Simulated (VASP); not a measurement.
# C19O in VASP: notebook, part 2 of 2

VASP 6.6.1.

## 3. Single point, PBE+D3(BJ)

File INCAR:

```
SYSTEM = C19O
PREC = Accurate
ENCUT = 520
EDIFF = 1E-7
ISMEAR = 0
SIGMA = 0.02
LREAL = Auto
LASPH = .True.
NELM = 60
ALGO = Normal
ISIF = 2
LWAVE = .False.
LCHARG = .False.
GGA = PE
IVDW = 12
NBANDS = 57
```

File KPOINTS:

```
Automatic mesh
0
Gamma
  2 2 1
  0 0 0
```

File POSCAR:

```
C19O
1.0
    7.3980000000      0.0000000000      0.0000000000
   -3.6990000000      6.4068560000      0.0000000000
    0.0000000000      0.0000000000     12.0000000000
C O
19 1
Direct
    0.0016570782      0.0008526803      0.0770672500
    0.2222452222      0.1112000956      0.0760572500
    0.0014670258      0.3321173443      0.0825503333
    0.2228313126      0.4429781159      0.0797586667
   -0.0004128969      0.6659514433      0.0770564167
    0.2244445952      0.7783866221      0.0751449167
    0.3346820129     -0.0011269178      0.0731897500
    0.5559691084      0.1094724152      0.0745387500
    0.3330230887      0.3326455285      0.0771091667
    0.5577952707      0.4449230637      0.0737500000
    0.3351191437      0.6677635645      0.0751383333
    0.5554436483      0.7780476102      0.0714278333
    0.6661977652     -0.0007626205      0.0750609167
    0.8909825533      0.1115255283      0.0799685000
    0.6684432602      0.3343060933      0.0766643333
    0.8889799521      0.4445311398      0.0800150833
    0.6679914806      0.6655187818      0.0706390000
    0.8893391491      0.7760911124      0.0735895833
    0.6387380395      0.6854049787      0.2960773333
    0.7336273328      0.6130300104      0.3268629167
```

Potentials or basis: VASP PAW PBE potentials, release 64 (C, O).

Run with:

```
$ cat potpaw_PBE.64/C/POTCAR potpaw_PBE.64/O/POTCAR > POTCAR
$ mpirun -np 1 vasp_std > vasp.out
```

OUTCAR:

```text
SYSTEM = C19O
   PREC = Accurate
   ENCUT = 520
   EDIFF = 1E-7
   ISMEAR = 0
   LREAL = Auto
   LASPH = .True.
   NELM = 60
   ISIF = 2
   GGA = PE
   IVDW = 12
 IVDW          = 12

 ion  position               nearest neighbor table
   1  0.002  0.001  0.077-   2 1.41  14 1.42  18 1.44
   2  0.222  0.111  0.076-   1 1.41   9 1.42   7 1.44
   3  0.001  0.332  0.083-  14 1.41   4 1.42  16 1.44
   4  0.223  0.443  0.080-   9 1.41   3 1.42  11 1.44
   5  1.000  0.666  0.077-  18 1.41  16 1.42   6 1.44
   6  0.224  0.778  0.075-   7 1.41  11 1.42   5 1.44
[... 10 lines left out ...]
  17  0.668  0.666  0.071-  10 1.41  18 1.42  12 1.44
  18  0.889  0.776  0.074-   5 1.41  17 1.42   1 1.44
  19  0.639  0.685  0.296-  20 1.14
  20  0.734  0.613  0.327-  19 1.14

  LATTYP: Found a hexagonal cell.
 ALAT       =     7.3980000000
 C/A-ratio  =     1.6220600162

  Lattice vectors:

 A1 = (   7.3980000000,   0.0000000000,   0.0000000000)
 A2 = (  -3.6990000000,   6.4068560000,   0.0000000000)
 A3 = (   0.0000000000,   0.0000000000,  12.0000000000)

Analysis of symmetry for initial positions (statically):
=====================================================================
 Subroutine PRICEL returns:
 Original cell was already a primitive cell.

 Routine SETGRP: Setting up the symmetry group for a
 hexagonal supercell.

 Subroutine GETGRP returns: Found  1 space group operations
 (whereof  1 operations were pure point group operations)
 out of a pool of 24 trial point group operations.

The static configuration has the point symmetry C_1 .

Analysis of symmetry for dynamics (positions and initial velocities):
=====================================================================
 Subroutine PRICEL returns:
 Original cell was already a primitive cell.

 Routine SETGRP: Setting up the symmetry group for a
 hexagonal supercell.

[... 141 lines left out ...]
  Fermi-wavevector in a.u.,A,eV,Ry     =   0.858419  1.622176 10.025902  0.736883
  Thomas-Fermi vector in A             =   1.975621
   LORBIT       =      0    0 simple, 1 ext, 2 COOP (PROOUT), +10 PAW based schemes
   GGA     = PE    functional components
   LHFCALC =     F    Hartree Fock is set to
   AEXX    =    0.0000 exact exchange contribution
   IVDW    =    12    specifies the selected vdW correction
   LEPSILON=     F    determine dielectric tensor
   LRPA    =     F    only Hartree local field effects (RPA)
 non-spin polarized calculation
 Gauss-broadening in eV      SIGMA  =   0.02
  energy-cutoff  :      520.00
  volume of cell :      568.78
 maximum number of plane-waves:     15363
 NGX is ok and might be reduce to    56
   NGX = 27   NGY = 27   NGZ = 45

 number of electron      82.0000000 magnetization

 Free energy of the ion-electron system (eV)
  ---------------------------------------------------
  ext. energy  EPLUGINS =         0.00000000
  ---------------------------------------------------
  free energy    TOTEN  =      -180.20109856 eV

  energy without entropy =     -180.20109856  energy(sigma->0) =     -180.20109856

 E-fermi :  -1.5500     XC(G=0):  -4.1292

 val. band max:       -1.6402228190   @ k =   0.0000   0.0000   0.0000
 cond. band min:      -1.4614865385   @ k =   0.0000   0.0000   0.0000
 fundamental gap:      0.1787362805
 Fermi energy:        -1.5499981386

 k-point     1 :       0.0000    0.0000    0.0000
  band No.  band energies     occupation
      1     -26.3633      2.00000
      2     -21.0592      2.00000
      3     -18.5656      2.00000
      4     -18.5486      2.00000
      5     -18.4512      2.00000
      6     -18.4442      2.00000
[... 213 lines left out ...]
     52       3.7646      0.00000
     53       4.2082      0.00000
 [bands above 53 left out]

------------------------ aborting loop because EDIFF is reached ----------------------------------------

 Edisp (eV)   -1.81147

 E8    (eV) :    -0.5577

  FORCE on cell =-STRESS in cart. coord.  units (eV):
  Direction    XX          YY          ZZ          XY          YZ          ZX
  --------------------------------------------------------------------------------------
  -------------------------------------------------------------------------------------
  Total       1.53000     0.88511     1.34133    -0.40215    -0.25595     0.45819
  in kB       4.30986     2.49327     3.77838    -1.13280    -0.72098     1.29066
  external pressure =        3.53 kB  Pullay stress =        0.00 kB

 VOLUME and BASIS-vectors are now :
 -----------------------------------------------------------------------------
  energy-cutoff  :      520.00
  volume of cell :      568.78
      direct lattice vectors                 reciprocal lattice vectors
     7.398000000  0.000000000  0.000000000     0.135171668  0.078041398  0.000000000
    -3.699000000  6.406856000  0.000000000     0.000000000  0.156082796  0.000000000
     0.000000000  0.000000000 12.000000000     0.000000000  0.000000000  0.083333333

 POSITION                                       TOTAL-FORCE (eV/Angst)
 -----------------------------------------------------------------------------------
      0.00911      0.00546      0.92481        -0.006980      0.007301     -0.080051
      1.23284      0.71244      0.91269         0.009815     -0.005448      0.040204
     -1.21765      2.12783      0.99060        -0.023548     -0.002846     -0.181924
      0.00993      2.83810      0.95710         0.009784      0.000168     -0.101707
      4.93159      4.26666      0.92468        -0.009550      0.012301     -0.058273
     -1.21881      4.98701      0.90174         0.009914      0.006578      0.057091
[... 12 lines left out ...]
      2.19007      4.39129      3.55293        -0.829313      0.378526      0.090775
      3.15978      3.92760      3.92236         0.887374     -0.419191      0.445744
 -----------------------------------------------------------------------------------
    total drift:                               -0.008692     -0.007879     -0.015718

  FREE ENERGIE OF THE ION-ELECTRON SYSTEM (eV)
  ---------------------------------------------------
  free  energy   TOTEN  =      -182.0125701278 eV

  energy  without entropy=     -182.0125701278  energy(sigma->0) =     -182.01257013
```

stdout:

```text
POSCAR found type information on POSCAR C O
 POSCAR found :  2 types and      20 ions
 scaLAPACK will be used
 LDA part: xc-table for (Slater+PW92), standard interpolation
 POSCAR, INCAR and KPOINTS ok, starting setup
 FFT: planning ... GRIDC
 FFT: planning ... GRID_SOFT
 FFT: planning ... GRID
 WAVECAR not read
 entering main loop
```

Wall time 2.3 min (1 thread of Intel Xeon 6975P-C (Granite Rapids), shared host); peak memory 0.58 GiB.

Results:

| Quantity | Value |
| --- | --- |
| Free energy | -182.0126 eV |
| Largest force | 1.078 eV/Å |
| Band gap on the k mesh | 0.18 eV, direct |
| Dispersion energy per atom | -0.091 eV |

Forces in eV/Å, atoms in the order of the input:
```
C   -0.007  0.007 -0.080
C    0.010 -0.005  0.040
C   -0.024 -0.003 -0.182
C    0.010  0.000 -0.102
C   -0.010  0.012 -0.058
C    0.010  0.007  0.057
C    0.000 -0.009  0.138
C    0.009 -0.002  0.097
C   -0.021  0.009 -0.077
C   -0.012  0.015 -0.083
C    0.008  0.001 -0.023
C   -0.008 -0.009 -0.007
C   -0.007 -0.003 -0.032
C    0.003  0.012 -0.143
C   -0.014 -0.001 -0.032
C   -0.010  0.002 -0.090
C   -0.011 -0.002  0.082
C    0.016  0.011 -0.042
C   -0.829  0.379  0.091
O    0.887 -0.419  0.446
```

Caveat: the k points lie up to 0.49 Å⁻¹ apart.
